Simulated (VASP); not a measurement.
# Al2O3 (Pnnm) in VASP: single point with PBEsol

Aim: the single point of Al2O3 with PBEsol.

Program: VASP 6.6.1. These are calculated values, not measurements. Logs are shortened: lines on timing, memory, paths and dates and some standing lists are left out, and cuts for length are marked.

## Step 1: The cell of the first run

It takes space group Pnnm (No. 58, orthorhombic). Conventional cell: a = 4.614 Å, b = 9.563 Å, c = 3.120 Å, α = 90.00°, β = 90.00°, γ = 90.00°. Al (site symmetry m) has 4 O at 1.68 to 1.82 Å within 2.2 Å. Within 2.4 Å of O (site symmetry m) lie 3 Al at 1.82 Å. O (site symmetry 2/m) has 2 Al at 1.68 Å within 2.2 Å.

## Step 2: Single point, PBEsol

INCAR reads:

```
SYSTEM = Al2O3
  PREC = Accurate
  ENCUT = 520
  EDIFF = 1E-6
  ISMEAR = 0
  SIGMA = 0.01
  LREAL = .FALSE.
  LASPH = .TRUE.
  NELM = 100
  ALGO = Normal
  ISIF = 2
  LWAVE = .FALSE.
  LCHARG = .FALSE.
  GGA = PS
  NBANDS = 35
```

KPOINTS reads:

```
Automatic mesh
0
G
  4 2 6
  0 0 0
```

POSCAR reads:

```
Al2O3
1.0
    4.6137770000      0.0000000000      0.0000000000
    0.0000000000      9.5632790000      0.0000000000
    0.0000000000      0.0000000000      3.1198620000
Al O
4 6
Direct
    0.5170250000      0.3245730000      0.5000000000
    0.4829750000      0.6754270000      0.5000000000
    0.0170250000      0.1754270000      0.0000000000
    0.9829750000      0.8245730000      0.0000000000
    0.8763650000      0.2469500000      0.5000000000
    0.0000000000      0.0000000000      0.0000000000
    0.6236350000      0.7469500000      0.0000000000
    0.3763650000      0.2530500000      0.0000000000
    0.1236350000      0.7530500000      0.5000000000
    0.5000000000      0.5000000000      0.5000000000
```

Potentials or basis: VASP PAW PBE potentials, release 64 (Al, O).

Launch:

```
$ cat potpaw_PBE.64/Al/POTCAR potpaw_PBE.64/O/POTCAR > POTCAR
$ mpirun -np 1 vasp_std > vasp.out
```

OUTCAR:

```text
SYSTEM = Al2O3
   PREC = Accurate
   ENCUT = 520
   EDIFF = 1E-6
   ISMEAR = 0
   LREAL = .FALSE.
   LASPH = .TRUE.
   NELM = 100
   ISIF = 2
   GGA = PS

 ion  position               nearest neighbor table
   1  0.517  0.325  0.500-  10 1.68   5 1.82   8 1.82   8 1.82   3 3.13   3 3.13   3 3.13   3 3.13
                             2 3.36
   2  0.483  0.675  0.500-  10 1.68   9 1.82   7 1.82   7 1.82   4 3.13   4 3.13   4 3.13   4 3.13
                             1 3.36
   3  0.017  0.175  0.000-   6 1.68   8 1.82   5 1.82   5 1.82   1 3.13   1 3.13   1 3.13   1 3.13
                             4 3.36
   4  0.983  0.825  0.000-   6 1.68   7 1.82   9 1.82   9 1.82   2 3.13   2 3.13   2 3.13   2 3.13
                             3 3.36
   5  0.876  0.247  0.500-   1 1.82   3 1.82   3 1.82
   6  0.000  0.000  0.000-   3 1.68   4 1.68
   7  0.624  0.747  0.000-   4 1.82   2 1.82   2 1.82
   8  0.376  0.253  0.000-   3 1.82   1 1.82   1 1.82
   9  0.124  0.753  0.500-   2 1.82   4 1.82   4 1.82
  10  0.500  0.500  0.500-   1 1.68   2 1.68

  LATTYP: Found a simple orthorhombic cell.
 ALAT       =     3.1198620000
 B/A-ratio  =     1.4788400897
 C/A-ratio  =     3.0652891057

  Lattice vectors:

 A1 = (   0.0000000000,   0.0000000000,   3.1198620000)
 A2 = (   4.6137770000,   0.0000000000,   0.0000000000)
 A3 = (   0.0000000000,   9.5632790000,   0.0000000000)

Analysis of symmetry for initial positions (statically):
=====================================================================
 Subroutine PRICEL returns:
 Original cell was already a primitive cell.

 Routine SETGRP: Setting up the symmetry group for a
 simple orthorhombic supercell.

 Subroutine GETGRP returns: Found  8 space group operations
 (whereof  4 operations were pure point group operations)
 out of a pool of  8 trial point group operations.

The static configuration has the point symmetry C_2h.
 The point group associated with its full space group is D_2h.

Analysis of symmetry for dynamics (positions and initial velocities):
=====================================================================
 Subroutine PRICEL returns:
 Original cell was already a primitive cell.

 Routine SETGRP: Setting up the symmetry group for a
 simple orthorhombic supercell.

 Subroutine GETGRP returns: Found  8 space group operations
 (whereof  4 operations were pure point group operations)
 out of a pool of  8 trial point group operations.

The dynamic configuration has the point symmetry C_2h.
 The point group associated with its full space group is D_2h.

 Subroutine INISYM returns: Found  8 space group operations
 (whereof  4 operations are pure point group operations),
 and found     1 'primitive' translations

----------------------------------------------------------------------------------------

                                     Primitive cell

  volume of cell :     137.6572

  direct lattice vectors                    reciprocal lattice vectors
     4.613777000  0.000000000  0.000000000     0.216742162  0.000000000  0.000000000
     0.000000000  9.563279000  0.000000000     0.000000000  0.104566645  0.000000000
     0.000000000  0.000000000  3.119862000     0.000000000  0.000000000  0.320526998

  length of vectors
     4.613777000  9.563279000  3.119862000     0.216742162  0.104566645  0.320526998

  position of ions in fractional coordinates (direct lattice)
     0.517025000  0.324573000  0.500000000
     0.482975000  0.675427000  0.500000000
     0.017025000  0.175427000  0.000000000
     0.982975000  0.824573000  0.000000000
     0.876365000  0.246950000  0.500000000
     0.000000000  0.000000000  0.000000000
     0.623635000  0.746950000  0.000000000
     0.376365000  0.253050000  0.000000000
     0.123635000  0.753050000  0.500000000
     0.500000000  0.500000000  0.500000000

  ion indices of the primitive-cell ions
   primitive index   ion index
                 1           1
                 2           2
                 3           3
                 4           4
                 5           5
                 6           6
                 7           7
                 8           8
                 9           9
                10          10

----------------------------------------------------------------------------------------

 KPOINTS: Automatic mesh

Automatic generation of k-mesh.
 Grid dimensions read from file:
 generate k-points for:    4    2    6

 Generating k-lattice:

  Cartesian coordinates                     Fractional coordinates (reciprocal lattice)
     0.054185540  0.000000000  0.000000000     0.250000000  0.000000000  0.000000000
     0.000000000  0.052283322  0.000000000     0.000000000  0.500000000  0.000000000
     0.000000000  0.000000000  0.053421166     0.000000000  0.000000000  0.166666667

  Length of vectors
     0.054185540  0.052283322  0.053421166

  Shift w.r.t. Gamma in fractional coordinates (k-lattice)
     0.000000000  0.000000000  0.000000000

 Subroutine IBZKPT returns following result:
 ===========================================

 Found     24 irreducible k-points:

 Following reciprocal coordinates:
            Coordinates               Weight
  0.000000  0.000000  0.000000      1.000000
  0.250000  0.000000  0.000000      2.000000
  0.500000  0.000000  0.000000      1.000000
  0.000000  0.500000  0.000000      1.000000
  0.250000  0.500000  0.000000      2.000000
  0.500000  0.500000  0.000000      1.000000
[... 16 lines left out ...]
  0.250000  0.500000  0.500000      2.000000
  0.500000  0.500000  0.500000      1.000000
   k-points           NKPTS =     24   k-points in BZ     NKDIM =     24   number of bands    NBANDS=     35
   number of dos      NEDOS =    301   number of ions     NIONS =     10
   total plane-waves  NPLWV =  62208
   dimension x,y,z NGX =    36 NGY =   72 NGZ =   24
   dimension x,y,z NGXF=    72 NGYF=  144 NGZF=   48
   ions per type =               4   6
   NGX,Y,Z   is equivalent  to a cutoff of  12.97, 12.52, 12.79 a.u.
   NGXF,Y,Z  is equivalent  to a cutoff of  25.94, 25.03, 25.58 a.u.
 SYSTEM =  Al2O3
   PREC   = accura    normal or accurate (medium, high low for compatibility)
   ISTART =      0    job   : 0-new  1-cont  2-samecut
   ICHARG =      2    charge: 1-file 2-atom 10-const
   ISPIN  =      1    spin polarized calculation?
   LNONCOLLINEAR =      F non collinear calculations
   LSORBIT =      F    spin-orbit coupling
   LASPH  =      T    aspherical Exc in radial PAW
   ENCUT  =  520.0 eV  38.22 Ry    6.18 a.u.   8.58 17.78  5.80*2*pi/ulx,y,z
   NELM   =    100;   NELMIN=  2; NELMDL= -5     # of ELM steps
   EDIFF  = 0.1E-05   stopping-criterion for ELM
   LREAL  =      F    real-space projection
   EDIFFG = 0.1E-04   stopping-criterion for IOM
   NSW    =      0    number of steps for IOM
   IBRION =     -1    ionic relax: 0-MD 1-quasi-New 2-CG
   NFREE  =      0    steps in history (QN), initial steepest desc. (CG)
   ISIF   =      2    stress and relaxation
   ISYM   =      2    0-nonsym 1-usesym 2-fastsym
   POTIM  = 0.5000    time-step for ionic-motion
   TEBEG  =    0.0;   TEEND  =   0.0 temperature during run
   PSTRESS=    0.0 pullay stress
   NELECT =      48.0000    total number of electrons
   NUPDOWN=      -1.0000    fix difference up-down
   EMIN   =  10.00;   EMAX   =-10.00  energy-range for DOS
   EFERMI =   0.00;   METHOD = LEGACY
   ISMEAR =     0;   SIGMA  =   0.01  broadening in eV -4-tet -1-fermi 0-gaus
   EFERMI_NEDOS =   21; number of points for ismear=-14 and -15
   IALGO  =     38    algorithm
   IMIX   =      4    mixing-type and parameters
     AMIX     =   0.40;   BMIX     =  1.00
     AMIX_MAG =   1.60;   BMIX_MAG =  1.00
  volume/ion in A,a.u.               =      13.77        92.90
  Fermi-wavevector in a.u.,A,eV,Ry     =   1.152274  2.177482 18.064926  1.327735
  Thomas-Fermi vector in A             =   2.288926
   LORBIT       =      0    0 simple, 1 ext, 2 COOP (PROOUT), +10 PAW based schemes
   GGA     = PS    functional components
   LHFCALC =     F    Hartree Fock is set to
   AEXX    =    0.0000 exact exchange contribution
   IVDW    =     0    specifies the selected vdW correction
   LEPSILON=     F    determine dielectric tensor
   LRPA    =     F    only Hartree local field effects (RPA)
 non-spin polarized calculation
 Gauss-broadening in eV      SIGMA  =   0.01
  energy-cutoff  :      520.00
  volume of cell :      137.66
 maximum number of plane-waves:      3737
 NGX is ok and might be reduce to    36
   NGX = 17   NGY = 35   NGZ = 11

 number of electron      48.0000028 magnetization

 Free energy of the ion-electron system (eV)
  ---------------------------------------------------
  ext. energy  EPLUGINS =         0.00000000
  ---------------------------------------------------
  free energy    TOTEN  =       -76.78735888 eV

  energy without entropy =      -76.78735888  energy(sigma->0) =      -76.78735888

 E-fermi :   1.8518     XC(G=0):  -8.9670

 val. band max:        1.7603237485   @ k =   0.0000   0.0000   0.0000
 cond. band min:       5.1827105994   @ k =   0.0000   0.0000   0.0000
 fundamental gap:      3.4223868509
 Fermi energy:         1.8517820877

 k-point     1 :       0.0000    0.0000    0.0000
  band No.  band energies     occupation
      1     -17.1151      2.00000
      2     -17.0405      2.00000
      3     -15.7684      2.00000
      4     -15.7412      2.00000
      5     -14.4776      2.00000
      6     -14.3606      2.00000
[... 27 lines left out ...]
     34      12.3737      0.00000
     35      13.5632      0.00000

 k-point     2 :       0.2500    0.0000    0.0000
  band No.  band energies     occupation
      1     -16.9458      2.00000
      2     -16.8736      2.00000
      3     -16.0032      2.00000
      4     -15.9593      2.00000
      5     -14.4479      2.00000
      6     -14.3695      2.00000
[... 27 lines left out ...]
     34      12.0729      0.00000
     35      12.7631      0.00000
[... 796 lines left out ...]
     34      12.3986      0.00000
     35      12.5823      0.00000

 k-point    24 :       0.5000    0.5000    0.5000
  band No.  band energies     occupation
      1     -16.0765      2.00000
      2     -16.0765      2.00000
      3     -16.0676      2.00000
      4     -16.0676      2.00000
      5     -14.2568      2.00000
      6     -14.2568      2.00000
[... 27 lines left out ...]
     34      12.1373      0.00000
     35      12.3114      0.00000

------------------------ aborting loop because EDIFF is reached ----------------------------------------

  FORCE on cell =-STRESS in cart. coord.  units (eV):
  Direction    XX          YY          ZZ          XY          YZ          ZX
  --------------------------------------------------------------------------------------
  -------------------------------------------------------------------------------------
  Total       -0.9974869     -0.2957300     -4.9556382     -0.0000000      0.0000000      0.0000000
  in kB      -11.6096455     -3.4419702    -57.6781561     -0.0000000      0.0000000      0.0000000
  external PRESSURE =     -24.2432573 kB  Pullay stress =       0.0000000 kB

 VOLUME and BASIS-vectors are now :
 -----------------------------------------------------------------------------
  energy-cutoff  :      520.00
  volume of cell :      137.66
      direct lattice vectors                 reciprocal lattice vectors
     4.613777000  0.000000000  0.000000000     0.216742162  0.000000000  0.000000000
     0.000000000  9.563279000  0.000000000     0.000000000  0.104566645  0.000000000
     0.000000000  0.000000000  3.119862000     0.000000000  0.000000000  0.320526998

 POSITION                                       TOTAL-FORCE (eV/Angst)
 -----------------------------------------------------------------------------------
      2.38544      3.10398      1.55993         0.050563     -0.076464      0.000000
      2.22834      6.45930      1.55993        -0.050563      0.076464     -0.000000
      0.07855      1.67766      0.00000         0.050563      0.076464     -0.000000
      4.53523      7.88562      0.00000        -0.050563     -0.076464      0.000000
      4.04335      2.36165      1.55993        -0.156303      0.071931      0.000000
      0.00000      0.00000      0.00000        -0.000000     -0.000000      0.000000
      2.87731      7.14329      0.00000         0.156303      0.071931      0.000000
      1.73646      2.41999      0.00000        -0.156303     -0.071931     -0.000000
      0.57042      7.20163      1.55993         0.156303     -0.071931      0.000000
      2.30689      4.78164      1.55993        -0.000000     -0.000000      0.000000
 -----------------------------------------------------------------------------------
    total drift:                                0.000000     -0.000000     -0.000000

  FREE ENERGIE OF THE ION-ELECTRON SYSTEM (eV)
  ---------------------------------------------------
  free  energy   TOTEN  =       -76.7873588810 eV

  energy  without entropy=      -76.7873588810  energy(sigma->0) =      -76.78735888
```

It took 1.8 min on 1 thread of Intel Xeon 6975P-C, shared host; peak memory 0.27 GiB.

Results:

- Free energy: -76.7874 eV
- Pressure: -2.4 GPa
- Largest force: 0.172 eV/Å
- Band gap on the k mesh: 3.42 eV, direct

Forces in eV/Å, atoms in the order of the input:
```
Al   0.051 -0.076  0.000
Al  -0.051  0.076  0.000
Al   0.051  0.076  0.000
Al  -0.051 -0.076  0.000
O   -0.156  0.072  0.000
O    0.000  0.000  0.000
O    0.156  0.072  0.000
O   -0.156 -0.072  0.000
O    0.156 -0.072  0.000
O    0.000  0.000  0.000
```

Stress tensor (GPa, compression positive):
```
-1.16  0.00  0.00
 0.00 -0.34  0.00
 0.00  0.00 -5.77
```

Caveat: the PAW data sets were made with another functional, which shifts forces and pressure a little.
